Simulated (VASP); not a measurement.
# Ti4C3 (P1) in VASP: single point with PBE

Aim: the single point of Ti4C3 with PBE.

Program: VASP 6.6.1. These are calculated values, not measurements. Logs are shortened: lines on timing, memory, paths and dates and some standing lists are left out, and cuts for length are marked.

### Step 1. The cell of the first run

The typed cell holds 7 atoms: a = 3.074 Å, b = 4.288 Å, c = 7.495 Å, α = 124.92°, β = 89.97°, γ = 90.05°.

The cell was generated, and may not be a known phase.

### Step 2. Single point, PBE

Contents of INCAR:

```
SYSTEM = Ti4C3
PREC = Accurate
ENCUT = 520
EDIFF = 1E-6
ISMEAR = 0
SIGMA = 0.2
LREAL = .FALSE.
LASPH = .TRUE.
NELM = 60
ALGO = Normal
ISIF = 2
LWAVE = .FALSE.
LCHARG = .TRUE.
GGA = PE
LELF = .TRUE.
LVHAR = .TRUE.
NBANDS = 39
```

Contents of KPOINTS:

```
regular mesh
0
G
  5 4 3
  0 0 0
```

Contents of POSCAR:

```
Ti4C3
1.0
    3.0633528939      0.2136376792      0.1459118244
   -0.2626371323      4.2167313423     -0.7322920645
   -0.0965241917     -3.1908681393      6.7814196855
Ti C
4 3
Direct
    0.0457170062      0.5785210381      0.4348072598
    0.5457356681      0.3113539828      0.6678738486
    0.5460233654      0.8456888671      0.2016484453
    1.0457798565      1.0784947001      0.9348066586
    0.5459497637      0.3236790946      0.1804946891
    0.5457368300      0.8334641081      0.6892387954
    0.0457951201      1.0784713192      0.4347380032
```

Potentials or basis: VASP PAW PBE potentials, release 64 (Ti_sv, C).

The run is started by

```
$ cat potpaw_PBE.64/Ti_sv/POTCAR potpaw_PBE.64/C/POTCAR > POTCAR
$ mpirun -np 1 vasp_std > vasp.out
```

OUTCAR:

```text
SYSTEM = Ti4C3
   PREC = Accurate
   ENCUT = 520
   EDIFF = 1E-6
   ISMEAR = 0
   LREAL = .FALSE.
   LASPH = .TRUE.
   NELM = 60
   ISIF = 2
   GGA = PE

 ion  position               nearest neighbor table
   1  0.046  0.579  0.435-   7 2.14   7 2.14   5 2.19   6 2.19   5 2.19   6 2.19
   2  0.546  0.311  0.668-   7 2.10   7 2.10   6 2.14   6 2.15   3 2.87
   3  0.546  0.846  0.202-   7 2.10   7 2.10   5 2.14   5 2.15   2 2.87
   4  0.046  0.078  0.935-   6 2.15   5 2.15   6 2.15   5 2.16
   5  0.546  0.324  0.180-   3 2.14   3 2.15   4 2.15   4 2.16   1 2.19   1 2.19
   6  0.546  0.833  0.689-   2 2.14   2 2.15   4 2.15   4 2.15   1 2.19   1 2.19
   7  0.046  0.078  0.435-   3 2.10   2 2.10   2 2.10   3 2.10   1 2.14   1 2.14

  LATTYP: Found a triclinic cell.
 ALAT       =     3.0742580033
 B/A-ratio  =     2.2352624477
 C/A-ratio  =     1.3947743216
 COS(alpha) =     0.0000318359
 COS(beta)  =     0.0008001452
 COS(gamma) =     0.4473007072

  Lattice vectors:

 A1 = (  -3.0633528939,  -0.2136376792,  -0.1459118244)
 A2 = (  -3.4225142179,   0.8122255238,   5.9032157966)
 A3 = (  -0.2626371323,   4.2167313423,  -0.7322920645)

Analysis of symmetry for initial positions (statically):
=====================================================================
 Subroutine PRICEL returns:
 Original cell was already a primitive cell.

 Routine SETGRP: Setting up the symmetry group for a
 triclinic supercell.

 Subroutine GETGRP returns: Found  1 space group operations
 (whereof  1 operations were pure point group operations)
 out of a pool of  2 trial point group operations.

The static configuration has the point symmetry C_1 .

Analysis of symmetry for dynamics (positions and initial velocities):
=====================================================================
 Subroutine PRICEL returns:
 Original cell was already a primitive cell.

 Routine SETGRP: Setting up the symmetry group for a
 triclinic supercell.

 Subroutine GETGRP returns: Found  1 space group operations
 (whereof  1 operations were pure point group operations)
 out of a pool of  2 trial point group operations.

The dynamic configuration has the point symmetry C_1 .

 Subroutine INISYM returns: Found  1 space group operations
 (whereof  1 operations are pure point group operations),
 and found     1 'primitive' translations

----------------------------------------------------------------------------------------

                                     Primitive cell

  volume of cell :      81.0172

  direct lattice vectors                    reciprocal lattice vectors
     3.063352894  0.213637679  0.145911824     0.324113729  0.022856099  0.015367817
    -0.262637132  4.216731342 -0.732292064    -0.023628968  0.256587157  0.120395884
    -0.096524192 -3.190868139  6.781419686    -0.009525340  0.027215800  0.160132045

  length of vectors
     3.074258003  4.287896121  7.495239112     0.325281848  0.284412493  0.162707418

  position of ions in fractional coordinates (direct lattice)
     0.045717006  0.578521038  0.434807260
     0.545735668  0.311353983  0.667873849
     0.546023365  0.845688867  0.201648445
     0.045779856  0.078494700  0.934806659
     0.545949764  0.323679095  0.180494689
     0.545736830  0.833464108  0.689238795
     0.045795120  0.078471319  0.434738003

  ion indices of the primitive-cell ions
   primitive index   ion index
                 1           1
                 2           2
                 3           3
                 4           4
                 5           5
                 6           6
                 7           7

----------------------------------------------------------------------------------------

 KPOINTS: regular mesh

Automatic generation of k-mesh.
 Grid dimensions read from file:
 generate k-points for:    5    4    3

 Generating k-lattice:

  Cartesian coordinates                     Fractional coordinates (reciprocal lattice)
     0.064822746  0.004571220  0.003073563     0.200000000  0.000000000  0.000000000
    -0.005907242  0.064146789  0.030098971    -0.000000000  0.250000000  0.000000000
    -0.003175113  0.009071933  0.053377348    -0.000000000  0.000000000  0.333333333

  Length of vectors
     0.065056370  0.071103123  0.054235806

  Shift w.r.t. Gamma in fractional coordinates (k-lattice)
     0.000000000  0.000000000  0.000000000

 Subroutine IBZKPT returns following result:
 ===========================================

 Found     31 irreducible k-points:

 Following reciprocal coordinates:
            Coordinates               Weight
  0.000000  0.000000  0.000000      1.000000
  0.200000  0.000000  0.000000      2.000000
  0.400000 -0.000000  0.000000      2.000000
  0.000000  0.250000  0.000000      2.000000
  0.200000  0.250000  0.000000      2.000000
  0.400000  0.250000  0.000000      2.000000
[... 16 lines left out ...]
  0.200000  0.500000  0.333333      2.000000
  0.400000  0.500000  0.333333      2.000000
 [... further k-points ...]
   k-points           NKPTS =     31   k-points in BZ     NKDIM =     31   number of bands    NBANDS=     39
   number of dos      NEDOS =    301   number of ions     NIONS =      7
   total plane-waves  NPLWV =  43008
   dimension x,y,z NGX =    24 NGY =   32 NGZ =   56
   dimension x,y,z NGXF=    48 NGYF=   64 NGZF=  112
   ions per type =               4   3
   NGX,Y,Z   is equivalent  to a cutoff of  12.98, 12.41, 12.42 a.u.
   NGXF,Y,Z  is equivalent  to a cutoff of  25.96, 24.81, 24.84 a.u.
 SYSTEM =  Ti4C3
   PREC   = accura    normal or accurate (medium, high low for compatibility)
   ISTART =      0    job   : 0-new  1-cont  2-samecut
   ICHARG =      2    charge: 1-file 2-atom 10-const
   ISPIN  =      1    spin polarized calculation?
   LNONCOLLINEAR =      F non collinear calculations
   LSORBIT =      F    spin-orbit coupling
   LASPH  =      T    aspherical Exc in radial PAW
   ENCUT  =  520.0 eV  38.22 Ry    6.18 a.u.   5.72  7.97 13.94*2*pi/ulx,y,z
   NELM   =     60;   NELMIN=  2; NELMDL= -5     # of ELM steps
   EDIFF  = 0.1E-05   stopping-criterion for ELM
   LREAL  =      F    real-space projection
   EDIFFG = 0.1E-04   stopping-criterion for IOM
   NSW    =      0    number of steps for IOM
   IBRION =     -1    ionic relax: 0-MD 1-quasi-New 2-CG
   NFREE  =      0    steps in history (QN), initial steepest desc. (CG)
   ISIF   =      2    stress and relaxation
   ISYM   =      2    0-nonsym 1-usesym 2-fastsym
   POTIM  = 0.5000    time-step for ionic-motion
   TEBEG  =    0.0;   TEEND  =   0.0 temperature during run
   PSTRESS=    0.0 pullay stress
   NELECT =      60.0000    total number of electrons
   NUPDOWN=      -1.0000    fix difference up-down
   EMIN   =  10.00;   EMAX   =-10.00  energy-range for DOS
   EFERMI =   0.00;   METHOD = LEGACY
   ISMEAR =     0;   SIGMA  =   0.20  broadening in eV -4-tet -1-fermi 0-gaus
   EFERMI_NEDOS =   21; number of points for ismear=-14 and -15
   IALGO  =     38    algorithm
   IMIX   =      4    mixing-type and parameters
     AMIX     =   0.40;   BMIX     =  1.00
     AMIX_MAG =   1.60;   BMIX_MAG =  1.00
  volume/ion in A,a.u.               =      11.57        78.10
  Fermi-wavevector in a.u.,A,eV,Ry     =   1.481152  2.798971 29.848604  2.193811
  Thomas-Fermi vector in A             =   2.595097
   LORBIT       =      0    0 simple, 1 ext, 2 COOP (PROOUT), +10 PAW based schemes
   GGA     = PE    functional components
   LHFCALC =     F    Hartree Fock is set to
   AEXX    =    0.0000 exact exchange contribution
   IVDW    =     0    specifies the selected vdW correction
   LEPSILON=     F    determine dielectric tensor
   LRPA    =     F    only Hartree local field effects (RPA)
 non-spin polarized calculation
 Gauss-broadening in eV      SIGMA  =   0.20
  energy-cutoff  :      520.00
  volume of cell :       81.02
 maximum number of plane-waves:      2204
   NGX = 11   NGY = 15   NGZ = 27

 number of electron      60.0000002 magnetization

 Free energy of the ion-electron system (eV)
  ---------------------------------------------------
  ext. energy  EPLUGINS =         0.00000000
  ---------------------------------------------------
  free energy    TOTEN  =       -64.26986851 eV

  energy without entropy =      -64.18087714  energy(sigma->0) =      -64.22537282

 E-fermi :   8.7655     XC(G=0): -12.2059

 val. band max:        8.7604701964   @ k =   0.4000   0.5000   0.0000
 cond. band min:       8.8312161749   @ k =   0.4000   0.0000   0.3333
 fundamental gap:      0.0707459785
 Fermi energy:         8.7654884297

 k-point     1 :       0.0000    0.0000    0.0000
  band No.  band energies     occupation
      1     -48.0429      2.00000
      2     -47.8239      2.00000
      3     -47.7747      2.00000
      4     -47.7194      2.00000
      5     -24.4055      2.00000
      6     -24.3651      2.00000
[... 31 lines left out ...]
     38      11.5728      0.00000
     39      11.8854      0.00000

 k-point     2 :       0.2000    0.0000    0.0000
  band No.  band energies     occupation
      1     -48.0337      2.00000
      2     -47.8109      2.00000
      3     -47.7670      2.00000
      4     -47.7180      2.00000
      5     -24.3727      2.00000
      6     -24.3619      2.00000
[... 31 lines left out ...]
     38      11.8606      0.00000
     39      11.9838      0.00000

 k-point     3 :       0.4000   -0.0000    0.0000
  band No.  band energies     occupation
      1     -48.0189      2.00000
      2     -47.7877      2.00000
      3     -47.7545      2.00000
      4     -47.7179      2.00000
      5     -24.4084      2.00000
      6     -24.3747      2.00000
[... 832 lines left out ...]
 k-point    23 :       0.2000    0.5000    0.3333
  band No.  band energies     occupation
      1     -48.0311      2.00000
      2     -47.7970      2.00000
      3     -47.7678      2.00000
      4     -47.7334      2.00000
      5     -24.4041      2.00000
      6     -24.3843      2.00000
[... 31 lines left out ...]
     38      11.6262      0.00000
     39      11.7743      0.00000

 k-point    24 :       0.4000    0.5000    0.3333
  band No.  band energies     occupation
      1     -48.0182      2.00000
      2     -47.7843      2.00000
      3     -47.7554      2.00000
      4     -47.7205      2.00000
      5     -24.4358      2.00000
      6     -24.3842      2.00000
[... 31 lines left out ...]
     38      11.8417      0.00000
     39      11.8477      0.00000

 [... further k-points ...]

------------------------ aborting loop because EDIFF is reached ----------------------------------------

  FORCE on cell =-STRESS in cart. coord.  units (eV):
  Direction    XX          YY          ZZ          XY          YZ          ZX
  --------------------------------------------------------------------------------------
  -------------------------------------------------------------------------------------
  Total        0.1552471      0.1879398      0.2504570      0.0605002     -0.1976713      0.0025145
  in kB        3.0701308      3.7166546      4.9529809      1.1964382     -3.9091026      0.0497253
  external PRESSURE =       3.9132554 kB  Pullay stress =       0.0000000 kB

 VOLUME and BASIS-vectors are now :
 -----------------------------------------------------------------------------
  energy-cutoff  :      520.00
  volume of cell :       81.02
      direct lattice vectors                 reciprocal lattice vectors
     3.063352894  0.213637679  0.145911824     0.324113729  0.022856099  0.015367817
    -0.262637132  4.216731342 -0.732292064    -0.023628968  0.256587157  0.120395884
    -0.096524192 -3.190868139  6.781419686    -0.009525340  0.027215800  0.160132045

 POSITION                                       TOTAL-FORCE (eV/Angst)
 -----------------------------------------------------------------------------------
     -0.05386      1.06182      2.53163         0.005360      0.001851     -0.000746
      1.52554     -0.70161      4.38076        -0.001434     -0.006902      0.031806
      1.43109      3.03926      0.82784        -0.005442      0.000353     -0.026834
      0.02939     -2.64207      6.28852         0.002043      0.001842      0.000989
      1.57000      0.90557      1.06664        -0.002108     -0.007522     -0.030372
      1.38636      1.43181      4.14331        -0.000785      0.009846      0.021133
      0.07771     -1.04652      2.89736         0.002366      0.000532      0.004025
 -----------------------------------------------------------------------------------
    total drift:                               -0.000495      0.000092      0.000364

  FREE ENERGIE OF THE ION-ELECTRON SYSTEM (eV)
  ---------------------------------------------------
  free  energy   TOTEN  =       -64.2698685082 eV

  energy  without entropy=      -64.1808771386  energy(sigma->0) =      -64.22537282
```

It took 3.5 min on 1 thread of AMD EPYC 7R43 (Zen 3), shared host; peak memory 0.19 GiB.

What came out:

```
Free energy            : -64.2699 eV
Pressure               : 0.4 GPa
Largest force          : 0.033 eV/Å
Band gap on the k mesh : zero (bands 30 and 31 overlap by 0.65 eV)
```

Forces on the atoms (eV/Å):
```
Ti   0.005  0.002 -0.001
Ti  -0.001 -0.007  0.032
Ti  -0.005  0.000 -0.027
Ti   0.002  0.002  0.001
C   -0.002 -0.008 -0.030
C   -0.001  0.010  0.021
C    0.002  0.001  0.004
```

Stress tensor (GPa, compression positive):
```
 0.31  0.12  0.00
 0.12  0.37 -0.39
 0.00 -0.39  0.50
```

Levels at points of the mesh, in eV from the Fermi level:
| k point | band 28 | band 29 | band 30 | band 31 | band 32 | band 33 |
| --- | --- | --- | --- | --- | --- | --- |
| (0.00, 0.00, 0.00) | -1.52 | 0.51 | 0.58 | 0.63 | 0.71 | 0.74 |
| (0.00, 0.50, 0.00) | -1.99 | -0.67 | -0.43 | 0.63 | 1.24 | 1.54 |

Caveat: the k points lie up to 0.41 Å⁻¹ apart, too coarse for converged energies and pressures of a metal.

The gap in the log of VASP goes by the Fermi energy; the results here count the filled bands.